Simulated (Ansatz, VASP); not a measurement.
Given: the input of a run of VASP 6.6.1 on In.

INCAR

```
PREC = Accurate ; ENCUT = 600
EDIFF = 1E-6 ; ISMEAR = -1
SIGMA = 0.05 ; LREAL = F
LASPH = T ; NELM = 60
ALGO = Normal ; ISIF = 3
LWAVE = F ; LCHARG = F
GGA = PS ; IVDW = 12
IBRION = 2 ; NSW = 60
EDIFFG = -0.01
```

File KPOINTS:

```
Automatic mesh
0
Gamma
  10 10 10
```

The input POSCAR:

```
In
1.0
   -1.8825252400      1.8825252400      1.8825252400
    1.8825252400     -1.8825252400      1.8825252400
    1.8825252400      1.8825252400     -1.8825252400
In
1
Direct
    0.0000000000      0.0000000000      0.0000000000
```

Potentials or basis: VASP PAW PBE potentials, release 64 (In_d).

Command:

```console
$ cat potpaw_PBE.64/In_d/POTCAR > POTCAR
$ mpirun -np 1 vasp_std > vasp.out
```

Problem. Set up the same calculation for Ansatz 0.2.0. Potentials there: Ansatz PAW.

Solution. As run (the cutoff follows the program's own potentials):

Contents of input.yaml:

```yaml
crystal:
  lattice:
    - [-1.88252524, 1.88252524, 1.88252524]
    - [1.88252524, -1.88252524, 1.88252524]
    - [1.88252524, 1.88252524, -1.88252524]
  atoms:
    - { symbol: In, position: [0.0, 0.0, 0.0] }
hamiltonian:
  xc: pbesol
  pseudopotentials: { kind: paw }
  dispersion: d3bj
kpoints:
  mp_grid: { grid: [10, 10, 10] }
scf:
  occupations: { method: fermi_dirac, width: 0.05 }
output:
  forces: true
  stress: true
  eigenvalues: true
relax:
  f_tol: 0.01
  max_steps: 40
  cell: { stress_tol: 0.05 }
```

Potentials or basis: Ansatz PAW.

Launch:

```sh
$ ansatz run input.yaml --threads 2 --pin off --max-ram 5632MiB --backend cpu --events-out ev --progress --plain --runs-dir out
```

Both were run:

|  | VASP | Ansatz | Ansatz less VASP |
| --- | --- | --- | --- |
| gap on the k mesh at the Fermi level, each at its own relaxed structure (eV) | none | none | - |
| relaxed volume (Å³/atom) | 24.50 | 24.43 | -0.066 |
| relaxed cell length with the largest relative difference (Å) | 3.169 | 3.166 | -0.0029 |

VASP's potentials were made for PBE, not for PBEsol. A gap of «none» marks a metal or a gap that the smearing closes.

Noted on Ansatz's run: the plane-wave basis is chosen anew once the cell has moved, so the energies of steps on either side of that aren't comparable.
